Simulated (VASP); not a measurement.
## SnO2: relaxation of shape and atoms at fixed volume with PBE

SnO2:

```
Sn O
1.0
     4.65558    0.00000    0.00000
     0.00000    4.65558    0.00000
     0.00000    0.00000    3.16818
Sn O
2 4
Direct
  0.00000 0.00000 0.00000
  0.50000 0.50000 0.50000
  0.30560 0.30560 0.00000
  0.19440 0.80560 0.50000
  0.69440 0.69440 0.00000
  0.80560 0.19440 0.50000
```

| Item | Value |
| --- | --- |
| Program | VASP 6.6.1 |
| Task | relaxation of shape and atoms at fixed volume |
| Functional | PBE |
| Potentials or basis | VASP PAW PBE potentials, release 64 (Sn_d, O) |
| Cutoff | 600 eV |
| k mesh | 6 × 6 × 8 |
| Occupations | gaussian, width 0.02 eV |
| Spin | no spin polarisation |
| Dipole correction | no |
| Further INCAR settings | ALGO = Normal; EDIFF = 1e-06; IBRION = 2; EDIFFG = -0.01; NSW = 50; ISIF = 4 |

* Energy gained by relaxing: 0.5 meV/atom
* Ionic steps: 5
* Pressure after relaxing: 20.9 GPa
* Band gap on the k mesh: 1.67 eV

Forces on the atoms (eV/Å):
```
Sn   0.000  0.000  0.000
Sn   0.000  0.000  0.000
O   -0.002 -0.002  0.000
O    0.002 -0.002  0.000
O    0.002  0.002  0.000
O   -0.002  0.002  0.000
```

Step by step:
```tsv
step	energy change (eV)	largest force (eV/Å)	pressure (GPa)	volume (Å³)
1	0.0000	0.1109	21.25	68.67
2	-0.0024	0.0997	20.79	68.67
3	-0.0028	0.0428	20.90	68.67
4	-0.0031	0.0114	20.86	68.67
5	-0.0031	0.0023	20.87	68.67
```

Final structure:
```
Sn O
1.0
     4.64260    0.00000    0.00000
     0.00000    4.64260    0.00000
     0.00000    0.00000    3.18593
Sn O
2 4
Cartesian
  0.0000 0.0000 0.0000
  2.3213 2.3213 1.5930
  1.4176 1.4176 0.0000
  0.9037 3.7389 1.5930
  3.2250 3.2250 0.0000
  3.7389 0.9037 1.5930
```

Levels at points of the mesh, in eV from the valence-band top:
| k point | band 24 | band 25 | band 26 | band 27 | band 28 | band 29 |
| --- | --- | --- | --- | --- | --- | --- |
| (0.00, 0.00, 0.00) | -0.79 | -0.79 | 0.00 | 1.67 | 6.40 | 6.41 |
| (0.50, 0.00, 0.00) | -1.21 | -0.63 | -0.63 | 4.87 | 4.87 | 7.21 |
| (0.50, 0.50, 0.00) | -1.35 | -0.90 | -0.90 | 5.28 | 5.28 | 7.76 |
| (0.00, 0.00, 0.50) | -1.78 | -1.30 | -1.30 | 6.66 | 6.66 | 10.12 |
| (0.50, 0.00, 0.50) | -1.15 | -0.61 | -0.61 | 6.98 | 6.98 | 8.52 |
| (0.50, 0.50, 0.50) | -0.97 | -0.85 | -0.85 | 5.28 | 5.28 | 9.15 |

Wall time 3.7 min on 1 thread of Intel(R) Xeon(R) Platinum 8488C (Sapphire Rapids), with other jobs on the host, peak memory 0.27 GiB.

Caveat: spin-orbit coupling is left out, which moves the levels of the heavy elements.
